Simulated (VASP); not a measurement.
Runs of VASP 6.6.1 on MoSe. The structure is that of space group Fm-3m (No. 225), or close to it. The cells are those of the table. 

```csv
spin,cell,k mesh,gap on the mesh (eV),pressure (GPa)
off,"a = 3.427 Å, angles 60.0°, 2 atoms",14 × 14 × 14,none,(b)
"collinear, ferromagnetic start","a = 3.700 Å, angles 60.0°, 2 atoms",6 × 6 × 6,none,-0.1
off,"a = 3.510 Å, angles 60.0°, 2 atoms",14 × 14 × 14,none,30.6
off,"a = 3.691 Å, angles 60.0°, 2 atoms",14 × 14 × 14,none,(a)
off,"a = 3.590 Å, angles 60.0°, 2 atoms",14 × 14 × 14,none,14.6
```

Alike in all rows: task single point; level PBE; potentials or basis VASP PAW PBE potentials, release 64 (Mo_sv, Se); cutoff (eV) 500; smearing gaussian 0.1 eV.

Q: Estimate the missing entries.

A: (a) 0.3; (b) 53.3.

A k mesh can miss the band edges, and the runs leave out spin-orbit coupling on Mo, Se.

A gap of «none» marks levels without a gap at the run's occupations.
